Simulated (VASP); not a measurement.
Here is a VASP 6.6.1 calculation.

File INCAR:

```
PREC = Accurate
ENCUT = 520
EDIFF = 1E-6
ISMEAR = -1
SIGMA = 0.05
LREAL = False
LASPH = True
NELM = 60
ALGO = Normal
ISIF = 2
LWAVE = False
LCHARG = True
GGA = PS
LELF = True
LVHAR = True
NBANDS = 53
```

KPOINTS

```
regular mesh
0
Gamma
  6 6 2
```

Contents of POSCAR:

```
Hf2Pd2Se2Br2O3
1.0
    6.4562689113     -1.6867603197     -1.4505505560
    6.4562689113      1.6867603197     -1.4505505560
   -2.1687444248      0.0000000000     13.2245225989
Hf Pd Se Br O
2 2 2 2 3
Direct
    0.9338785271      0.9338785271      0.0549262737
    0.6112041159      0.6112041159      0.2936647861
    0.1682165738      0.1682165738      0.4961526234
    0.3272592678      0.3272592678      0.7338652208
    0.9359170420      0.9359170420      0.8507880055
    0.8010575758      0.8010575758      0.5834326783
    0.6051556717      0.6051556717      0.0666631794
    0.2775655324      0.2775655324      0.3139473026
    0.5697261363      0.5697261363      0.4143377660
    0.3583714327      0.3583714327      0.0506853113
    0.0233381245      0.0233381245      0.2201268528
```

Potentials or basis: VASP PAW PBE potentials, release 64 (Hf_pv, Pd, Se, Br, O).

Command:

```sh
$ cat potpaw_PBE.64/Hf_pv/POTCAR potpaw_PBE.64/Pd/POTCAR potpaw_PBE.64/Se/POTCAR potpaw_PBE.64/Br/POTCAR potpaw_PBE.64/O/POTCAR > POTCAR
$ mpirun -np 1 vasp_std > vasp.out
```

Task: Estimate the band gap on the k mesh.

Result: 0.82 eV (least direct gap 0.85 eV).

Task: What does it give for the pressure?

Result: -0.4 GPa.

Stress tensor (GPa, compression positive):
```
-0.36  0.00 -0.02
 0.00 -0.43  0.00
-0.02  0.00 -0.32
```

Caveat: the PAW data sets were made with another functional, which shifts forces and pressure a little; spin-orbit coupling is left out, which moves the levels of the heavy elements. A k mesh can miss the band edges.
